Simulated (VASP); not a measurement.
# Al9H in VASP: a series of runs

The runs below take Al9H through single point, with PBE.

Program: VASP 6.6.1. These are calculated values, not measurements. Logs are shortened: lines on timing, memory, paths and dates and some standing lists are left out, and cuts for length are marked.

### 1 The cell of the first run

The cell holds a slab with vacuum, 20 atoms: a = 5.709 Å, b = 9.808 Å, c = 22.790 Å, α = 90.00°, β = 90.00°, γ = 98.37°.

### 2 Single point, PBE

Contents of INCAR:

```
SYSTEM = Al9H
ALGO     = Normal         ! electronic algorithm
DIPOL    = 0.5 0.5 0.301
EDIFF    = 1E-6           ! SCF threshold, eV
ENCUT    = 520            ! plane-wave cutoff, eV
GGA      = PE             ! functional
IDIPOL   = 3            
ISIF     = 2              ! what is computed and relaxed
ISMEAR   = 0              ! smearing method
LASPH    = .TRUE.         ! aspherical terms in the spheres
LCHARG   = .FALSE.        ! write CHGCAR
LDIPOL   = .TRUE.       
LREAL    = Auto         
LWAVE    = .FALSE.        ! write WAVECAR
NBANDS   = 44             ! bands
NELM     = 80             ! most SCF steps
PREC     = Accurate       ! precision mode
SIGMA    = 0.1            ! smearing width, eV
```

Contents of KPOINTS:

```
k-points
0
G
  5 3 1
  0 0 0
```

Contents of POSCAR:

```
Al9H
1.0
    5.7086446660      0.0000000000      0.0000000000
   -1.4271611665      9.7033329366      0.0000000000
    0.0000000000      0.0000000000     22.7902708839
Al H
18 2
Direct
    0.2662242802      0.0648971207      0.1755134908
    0.7662242802      0.0648971207      0.1755134908
    0.3354843969      0.3419375876      0.2192156219
    0.8354843969      0.3419375876      0.2192156219
    0.1493364202      0.5973456810      0.2279560482
    0.6493364202      0.5973456810      0.2279560482
    0.4631884436      0.8527537744      0.2366964744
    0.9631884436      0.8527537744      0.2366964744
    0.0319869115      0.1277383811      0.2808269846
    0.5319869115      0.1277383811      0.2808269846
    0.0997952748      0.4042696946      0.3301089530
    0.5997952748      0.4042696946      0.3301089530
    0.4144272444      0.6597110304      0.3369829646
    0.9144272444      0.6597110304      0.3369829646
    0.2263180843      0.9111292163      0.3449343063
    0.7263180843      0.9111292163      0.3449343063
    0.2962616061      0.1814597108      0.3857027821
    0.7962616061      0.1814597108      0.3857027821
    0.6062804321      0.3484674428      0.4756534461
    0.6062804321      0.5008983157      0.4756534461
```

Potentials or basis: VASP PAW PBE potentials, release 64 (Al, H).

On the command line:

```bash
$ cat potpaw_PBE.64/Al/POTCAR potpaw_PBE.64/H/POTCAR > POTCAR
$ mpirun -np 1 vasp_std > vasp.out
```

OUTCAR:

```text
SYSTEM = Al9H
   EDIFF = 1E-6
   ENCUT = 520
   GGA = PE
   ISIF = 2
   ISMEAR = 0
   LASPH = .TRUE.
   LREAL = Auto
   NELM = 80
   PREC = Accurate

 ion  position               nearest neighbor table
   1  0.266  0.065  0.176-   2 2.85   2 2.85   9 2.86  10 2.86   3 2.87   7 2.87   8 2.87
   2  0.766  0.065  0.176-   1 2.85   1 2.85  10 2.86   9 2.86   4 2.87   8 2.87   7 2.87
   3  0.335  0.342  0.219-   4 2.85   4 2.85   1 2.87   6 2.87   5 2.87   9 2.89  10 2.89  12 2.96
                            11 2.97
   4  0.835  0.342  0.219-   3 2.85   3 2.85   2 2.87   5 2.87   6 2.87  10 2.89   9 2.89  11 2.96
                            12 2.97
   5  0.149  0.597  0.228-   6 2.85   6 2.85   8 2.87   4 2.87   7 2.87   3 2.87  13 2.93  14 2.93
                            11 2.99
   6  0.649  0.597  0.228-   5 2.85   5 2.85   7 2.87   3 2.87   8 2.87   4 2.87  14 2.93  13 2.93
                            12 2.99
   7  0.463  0.853  0.237-  10 2.85   8 2.85   8 2.85   6 2.87   5 2.87   1 2.87   2 2.87  16 2.90
                            15 2.91  13 2.96
   8  0.963  0.853  0.237-   9 2.85   7 2.85   7 2.85   5 2.87   6 2.87   2 2.87   1 2.87  15 2.90
                            16 2.91  14 2.96
   9  0.032  0.128  0.281-  18 2.83  17 2.83   8 2.85  10 2.85  10 2.85   1 2.86   2 2.86   3 2.89
                             4 2.89  11 2.91  15 2.93  16 2.93
  10  0.532  0.128  0.281-  17 2.83  18 2.83   7 2.85   9 2.85   9 2.85   2 2.86   1 2.86   4 2.89
                             3 2.89  12 2.91  16 2.93  15 2.93
  11  0.100  0.404  0.330-  12 2.85  12 2.85  14 2.86  13 2.87  18 2.88  17 2.89   9 2.91   4 2.96
                             3 2.97   5 2.99
  12  0.600  0.404  0.330-  11 2.85  11 2.85  13 2.86  14 2.87  17 2.88  18 2.89  10 2.91   3 2.96
                             4 2.97   6 2.99
  13  0.414  0.660  0.337-  16 2.83  15 2.83  14 2.85  14 2.85  12 2.86  11 2.87   5 2.93   6 2.93
                             7 2.96
  14  0.914  0.660  0.337-  15 2.83  16 2.83  13 2.85  13 2.85  11 2.86  12 2.87   6 2.93   5 2.93
                             8 2.96
  15  0.226  0.911  0.345-  17 2.78  14 2.83  13 2.83  16 2.85  16 2.85   8 2.90   7 2.91   9 2.93
                            10 2.93
  16  0.726  0.911  0.345-  18 2.78  13 2.83  14 2.83  15 2.85  15 2.85   7 2.90   8 2.91  10 2.93
                             9 2.93
  17  0.296  0.181  0.386-  15 2.78  10 2.83   9 2.83  18 2.85  18 2.85  12 2.88  11 2.89
  18  0.796  0.181  0.386-  16 2.78   9 2.83  10 2.83  17 2.85  17 2.85  11 2.88  12 2.89
  19  0.606  0.348  0.476-
  20  0.606  0.501  0.476-

  LATTYP: Found a simple monoclinic cell.
 ALAT       =     5.7086446660
 B/A-ratio  =     3.9922384764
 C/A-ratio  =     1.7180478088
 COS(beta)  =    -0.1455139949

  Lattice vectors:

 A1 = (   5.7086446660,   0.0000000000,   0.0000000000)
 A2 = (   0.0000000000,   0.0000000000, -22.7902708839)
 A3 = (  -1.4271611665,   9.7033329366,   0.0000000000)

Analysis of symmetry for initial positions (statically):
=====================================================================
 Subroutine PRICEL returns:
 Original cell was already a primitive cell.

 Routine SETGRP: Setting up the symmetry group for a
 simple monoclinic supercell.

 Subroutine GETGRP returns: Found  1 space group operations
 (whereof  1 operations were pure point group operations)
 out of a pool of  4 trial point group operations.

The static configuration has the point symmetry C_1 .

Analysis of symmetry for dynamics (positions and initial velocities):
=====================================================================
 Subroutine PRICEL returns:
 Original cell was already a primitive cell.

 Routine SETGRP: Setting up the symmetry group for a
 simple monoclinic supercell.

 Subroutine GETGRP returns: Found  1 space group operations
 (whereof  1 operations were pure point group operations)
 out of a pool of  4 trial point group operations.

The dynamic configuration has the point symmetry C_1 .

 Subroutine INISYM returns: Found  1 space group operations
 (whereof  1 operations are pure point group operations),
 and found     1 'primitive' translations

----------------------------------------------------------------------------------------

                                     Primitive cell

  volume of cell :    1262.4187
[... 63 lines left out ...]

  Cartesian coordinates                     Fractional coordinates (reciprocal lattice)
     0.035034586  0.005152869  0.000000000     0.200000000  0.000000000  0.000000000
     0.000000000  0.034352458  0.000000000     0.000000000  0.333333333  0.000000000
     0.000000000  0.000000000  0.043878373     0.000000000  0.000000000  1.000000000

  Length of vectors
     0.035411499  0.034352458  0.043878373

  Shift w.r.t. Gamma in fractional coordinates (k-lattice)
     0.000000000  0.000000000  0.000000000

 Subroutine IBZKPT returns following result:
 ===========================================

 Found      8 irreducible k-points:

 Following reciprocal coordinates:
            Coordinates               Weight
  0.000000  0.000000  0.000000      1.000000
  0.200000  0.000000  0.000000      2.000000
  0.400000  0.000000  0.000000      2.000000
  0.000000  0.333333  0.000000      2.000000
  0.200000  0.333333  0.000000      2.000000
  0.400000  0.333333  0.000000      2.000000
 -0.400000  0.333333  0.000000      2.000000
 -0.200000  0.333333  0.000000      2.000000
   k-points           NKPTS =      8   k-points in BZ     NKDIM =      8   number of bands    NBANDS=     44
   number of dos      NEDOS =    301   number of ions     NIONS =     20
   total plane-waves  NPLWV = 604800
   dimension x,y,z NGX =    42 NGY =   80 NGZ =  180
   dimension x,y,z NGXF=    84 NGYF=  160 NGZF=  360
   ions per type =              18   2
   NGX,Y,Z   is equivalent  to a cutoff of  12.23, 13.56, 13.13 a.u.
   NGXF,Y,Z  is equivalent  to a cutoff of  24.46, 27.12, 26.26 a.u.
 SYSTEM =  Al9H
   PREC   = accura    normal or accurate (medium, high low for compatibility)
   ISTART =      0    job   : 0-new  1-cont  2-samecut
   ICHARG =      2    charge: 1-file 2-atom 10-const
   ISPIN  =      1    spin polarized calculation?
   LNONCOLLINEAR =      F non collinear calculations
   LSORBIT =      F    spin-orbit coupling
   LASPH  =      T    aspherical Exc in radial PAW
   ENCUT  =  520.0 eV  38.22 Ry    6.18 a.u.  10.61 18.24 42.37*2*pi/ulx,y,z
   NELM   =     80;   NELMIN=  2; NELMDL= -5     # of ELM steps
   EDIFF  = 0.1E-05   stopping-criterion for ELM
   LREAL  =      T    real-space projection
   EDIFFG = 0.1E-04   stopping-criterion for IOM
   NSW    =      0    number of steps for IOM
   IBRION =     -1    ionic relax: 0-MD 1-quasi-New 2-CG
   NFREE  =      0    steps in history (QN), initial steepest desc. (CG)
   ISIF   =      2    stress and relaxation
   ISYM   =      2    0-nonsym 1-usesym 2-fastsym
   POTIM  = 0.5000    time-step for ionic-motion
   TEBEG  =    0.0;   TEEND  =   0.0 temperature during run
   PSTRESS=    0.0 pullay stress
   NELECT =      56.0000    total number of electrons
   NUPDOWN=      -1.0000    fix difference up-down
   EMIN   =  10.00;   EMAX   =-10.00  energy-range for DOS
   EFERMI =   0.00;   METHOD = LEGACY
   ISMEAR =     0;   SIGMA  =   0.10  broadening in eV -4-tet -1-fermi 0-gaus
   EFERMI_NEDOS =   21; number of points for ismear=-14 and -15
   IALGO  =     38    algorithm
   IMIX   =      4    mixing-type and parameters
     AMIX     =   0.40;   BMIX     =  1.00
     AMIX_MAG =   1.60;   BMIX_MAG =  1.00
  volume/ion in A,a.u.               =      63.12       425.96
  Fermi-wavevector in a.u.,A,eV,Ry     =   0.579522  1.095137  4.569454  0.335845
  Thomas-Fermi vector in A             =   1.623262
   LORBIT       =      0    0 simple, 1 ext, 2 COOP (PROOUT), +10 PAW based schemes
   GGA     = PE    functional components
   LHFCALC =     F    Hartree Fock is set to
   AEXX    =    0.0000 exact exchange contribution
   IVDW    =     0    specifies the selected vdW correction
   LEPSILON=     F    determine dielectric tensor
   LRPA    =     F    only Hartree local field effects (RPA)
 non-spin polarized calculation
 Gauss-broadening in eV      SIGMA  =   0.10
  energy-cutoff  :      520.00
  volume of cell :     1262.42
 maximum number of plane-waves:     34026
   NGX = 21   NGY = 37   NGZ = 85

 dipolmoment           0.000000      0.000000     -0.011538 electrons x Angstroem

 number of electron      55.9999999 magnetization

 dipolmoment           0.000000      0.000000      0.132241 electrons x Angstroem

 Free energy of the ion-electron system (eV)
  ---------------------------------------------------
  ext. energy  EPLUGINS =         0.00000000
  ---------------------------------------------------
  free energy    TOTEN  =       -65.39529402 eV

  energy without entropy =      -65.34526048  energy(sigma->0) =      -65.37027725

 E-fermi :  -1.3388     XC(G=0):  -3.4309

 val. band max:       -1.3459816290   @ k =  -0.2000   0.3333   0.0000
 cond. band min:      -1.3226621612   @ k =   0.2000   0.0000   0.0000
 fundamental gap:      0.0233194678
 Fermi energy:        -1.3387974546

 k-point     1 :       0.0000    0.0000    0.0000
  band No.  band energies     occupation
      1     -11.4069      2.00000
      2      -9.8688      2.00000
      3      -9.7648      2.00000
      4      -9.1242      2.00000
      5      -7.3102      2.00000
      6      -7.2963      2.00000
[... 333 lines left out ...]
     39       0.7468      0.00000
     40       0.8957      0.00000
 [bands above 40 left out]

------------------------ aborting loop because EDIFF is reached ----------------------------------------

 vacuum level on the upper side and lower side of the slab       (xc-potential included)         0.114        -0.305

  FORCE on cell =-STRESS in cart. coord.  units (eV):
  Direction    XX          YY          ZZ          XY          YZ          ZX
  --------------------------------------------------------------------------------------
  -------------------------------------------------------------------------------------
  Total      -12.2345735    -17.8087143     -1.0088012      0.9251071     -0.6788879      0.0590098
  in kB      -15.5273015    -22.6016278     -1.2803029      1.1740840     -0.8615991      0.0748912
  external PRESSURE =     -13.1364107 kB  Pullay stress =       0.0000000 kB

 VOLUME and BASIS-vectors are now :
 -----------------------------------------------------------------------------
  energy-cutoff  :      520.00
  volume of cell :     1262.42
      direct lattice vectors                 reciprocal lattice vectors
     5.708644666  0.000000000  0.000000000     0.175172928  0.025764343  0.000000000
    -1.427161166  9.703332937  0.000000000     0.000000000  0.103057373  0.000000000
     0.000000000  0.000000000 22.790270884     0.000000000  0.000000000  0.043878373

 POSITION                                       TOTAL-FORCE (eV/Angst)
 -----------------------------------------------------------------------------------
      1.42716      0.62972      4.00000        -0.037717      0.135918      0.027165
      4.28148      0.62972      4.00000         0.026925      0.157141      0.026216
      1.42716      3.31793      4.99598         0.028208      0.042036      0.073775
      4.28148      3.31793      4.99598        -0.017500      0.037161      0.047056
     -0.00000      5.79624      5.19518         0.001982     -0.094398      0.041755
      2.85432      5.79624      5.19518        -0.008017     -0.113085      0.033895
[... 12 lines left out ...]
      2.96372      3.38130     10.84027        -0.484688      3.178682     -0.289009
      2.74618      4.86038     10.84027         0.501110     -3.304234     -0.041638
 -----------------------------------------------------------------------------------
    total drift:                               -0.005455     -0.031901     -0.004243

  FREE ENERGIE OF THE ION-ELECTRON SYSTEM (eV)
  ---------------------------------------------------
  free  energy   TOTEN  =       -65.3952940215 eV

  energy  without entropy=      -65.3452604796  energy(sigma->0) =      -65.37027725

 vacuum level on the upper side and lower side of the slab         3.164         2.736
```

Wall time 11 min (1 thread of Intel Xeon 6975P-C (Granite Rapids), shared host); peak memory 1.2 GiB.

What came out:

```yaml
Free_energy: -65.3953 eV
Largest_force: 3.342 eV/Å
Band_gap_on_the_k_mesh: zero (bands 28 and 29 overlap by 0.73 eV)
```

Forces on the atoms (eV/Å):
```
Al  -0.038  0.136  0.027
Al   0.027  0.157  0.026
Al   0.028  0.042  0.074
Al  -0.018  0.037  0.047
Al   0.002 -0.094  0.042
Al  -0.008 -0.113  0.034
Al  -0.007 -0.084 -0.116
Al   0.009 -0.078 -0.117
Al   0.002  0.000 -0.024
Al  -0.007  0.033  0.009
Al   0.014 -0.018  0.014
Al  -0.004  0.003  0.012
Al   0.005 -0.047  0.040
Al  -0.012 -0.041  0.021
Al  -0.001  0.011  0.003
Al  -0.001  0.022  0.009
Al   0.031  0.068  0.088
Al  -0.039  0.092  0.142
H   -0.485  3.179 -0.289
H    0.501 -3.304 -0.042
```

Levels at points of the mesh, in eV from the Fermi level:
```csv
k point,band 25,band 26,band 27,band 28,band 29,band 30,band 31,band 32
"(0.00, 0.00, 0.00)",-1.11,-1.08,-0.94,-0.62,-0.58,-0.27,0.10,0.77
```

### 3 Single point, PBE

Contents of INCAR:

```
SYSTEM = Al9H
PREC     = Accurate       ! precision mode
ENCUT    = 520            ! plane-wave cutoff, eV
EDIFF    = 1E-7           ! SCF threshold, eV
ISMEAR   = 0              ! smearing method
SIGMA    = 0.1            ! smearing width, eV
LREAL    = Auto         
LASPH    = .TRUE.         ! aspherical terms in the spheres
NELM     = 60             ! most SCF steps
ALGO     = Normal         ! electronic algorithm
ISIF     = 2              ! what is computed and relaxed
LWAVE    = .FALSE.        ! write WAVECAR
LCHARG   = .FALSE.        ! write CHGCAR
LDIPOL   = .TRUE.       
IDIPOL   = 3            
DIPOL    = 0.5 0.5 0.294
GGA      = PE             ! functional
NBANDS   = 44             ! bands
```

Contents of KPOINTS:

```
regular mesh
0
G
  5 3 1
  0 0 0
```

Changes to POSCAR since step 2:

```diff
@@ -26,3 +26,3 @@
     0.7962616061      0.1814597108      0.3857027821
-    0.6062804321      0.3484674428      0.4756534461
-    0.6062804321      0.5008983157      0.4756534461
+    0.6062804321      0.3304204432      0.4054480498
+    0.6062804321      0.5189453154      0.4054480498
```

Potentials or basis: VASP PAW PBE potentials, release 64 (Al, H).

On the command line:

```bash
$ cat potpaw_PBE.64/Al/POTCAR potpaw_PBE.64/H/POTCAR > POTCAR
$ mpirun -np 1 vasp_std > vasp.out
```

Wall time 13 min (1 thread of Intel Xeon 6975P-C (Granite Rapids), shared host); peak memory 1.2 GiB.

The run converged. Its results:

- Free energy: -66.5229 eV
- Largest force: 1.177 eV/Å
- Band gap on the k mesh: zero (bands 28 and 29 overlap by 0.45 eV)

Forces in eV/Å, atoms in the order of the input:
```
Al  -0.095  0.080  0.035
Al   0.103  0.250  0.011
Al  -0.162  0.036  0.005
Al   0.156  0.036 -0.077
Al  -0.014 -0.073 -0.045
Al   0.032 -0.104  0.276
Al  -0.119 -0.021 -0.098
Al   0.069 -0.048 -0.168
Al  -0.021 -0.057 -0.061
Al  -0.006  0.075  0.165
Al   0.033 -0.040 -0.155
Al  -0.001  0.442  0.732
Al   0.080 -0.162  0.314
Al   0.015 -0.078  0.138
Al  -0.046 -0.046 -0.036
Al   0.037 -0.065  0.071
Al  -0.164  0.026  0.004
Al   0.042  0.147  0.053
H    0.079 -0.521  0.006
H   -0.018  0.123 -1.170
```

Levels at points of the mesh, in eV from the Fermi level:
| k point | band 25 | band 26 | band 27 | band 28 | band 29 | band 30 | band 31 | band 32 |
| --- | --- | --- | --- | --- | --- | --- | --- | --- |
| (0.00, 0.00, 0.00) | -1.07 | -1.01 | -0.85 | -0.62 | -0.29 | -0.10 | 0.16 | 0.74 |

### 4 Single point, PBE

Contents of INCAR:

```
SYSTEM = Al9H
  PREC = Accurate
  ENCUT = 520
  EDIFF = 1E-6
  ISMEAR = 0
  SIGMA = 0.1
  LREAL = Auto
  LASPH = .True.
  NELM = 80
  ALGO = Normal
  ISIF = 2
  LWAVE = .False.
  LCHARG = .False.
  LDIPOL = .True.
  IDIPOL = 3
  DIPOL = 0.5 0.5 0.297
  GGA = PE
  NBANDS = 44
```

Contents of KPOINTS:

```
regular mesh
0
Gamma
  5 3 1
  0 0 0
```

Changes to POSCAR since step 3:

```diff
@@ -26,3 +26,3 @@
     0.7962616061      0.1814597108      0.3857027821
-    0.6062804321      0.3304204432      0.4054480498
-    0.6062804321      0.5189453154      0.4054480498
+    0.6062804321      0.3304204432      0.4335302083
+    0.6062804321      0.5189453154      0.4335302083
```

On the command line:

```bash
$ cat potpaw_PBE.64/Al/POTCAR potpaw_PBE.64/H/POTCAR > POTCAR
$ mpirun -np 1 vasp_std > vasp.out
```

It took 12 min on 1 thread of Intel Xeon 6975P-C (Granite Rapids), shared host; peak memory 1.2 GiB.

The run converged. Its results:

```yaml
Free_energy: -65.5430 eV
Largest_force: 1.097 eV/Å
Band_gap_on_the_k_mesh: zero (bands 28 and 29 overlap by 0.60 eV)
```

Forces in eV/Å, atoms in the order of the input:
```
Al  -0.193  0.128 -0.009
Al   0.204  0.233 -0.020
Al  -0.039 -0.009 -0.025
Al   0.048 -0.014 -0.078
Al  -0.024 -0.082  0.019
Al   0.026 -0.129  0.150
Al  -0.073 -0.046 -0.092
Al   0.043 -0.061 -0.132
Al   0.008 -0.048 -0.099
Al  -0.031  0.150  0.166
Al   0.034 -0.060 -0.037
Al  -0.009  0.172  0.607
Al   0.055 -0.129  0.291
Al  -0.033 -0.075  0.153
Al  -0.005  0.024 -0.006
Al   0.018  0.027  0.081
Al   0.002  0.201  0.174
Al  -0.133  0.377  0.351
H   -0.009  0.017 -0.640
H    0.112 -0.678 -0.856
```

Levels at points of the mesh, in eV from the Fermi level:
| k point | band 26 | band 27 | band 28 | band 29 | band 30 | band 31 |
| --- | --- | --- | --- | --- | --- | --- |
| (0.00, 0.00, 0.00) | -1.00 | -0.87 | -0.59 | -0.43 | -0.28 | 0.06 |

### 5 Overview

| cell | gap on the mesh (eV) | largest force (eV/Å) |
| --- | --- | --- |
| as given, atomic positions A | none | 3.34 |
| as given, atomic positions B | none | 1.18 |
| as given, atomic positions C | none | 1.10 |

Alike in all rows: task single point; level PBE; potentials or basis VASP PAW PBE potentials, release 64 (Al, H); no spin polarisation; k mesh 5 × 3 × 1; cutoff (eV) 520; smearing gaussian 0.1 eV.

Absolute energies hang on the potentials; compare differences alone.

The gap in the log of VASP goes by the Fermi energy; the results here count the filled bands.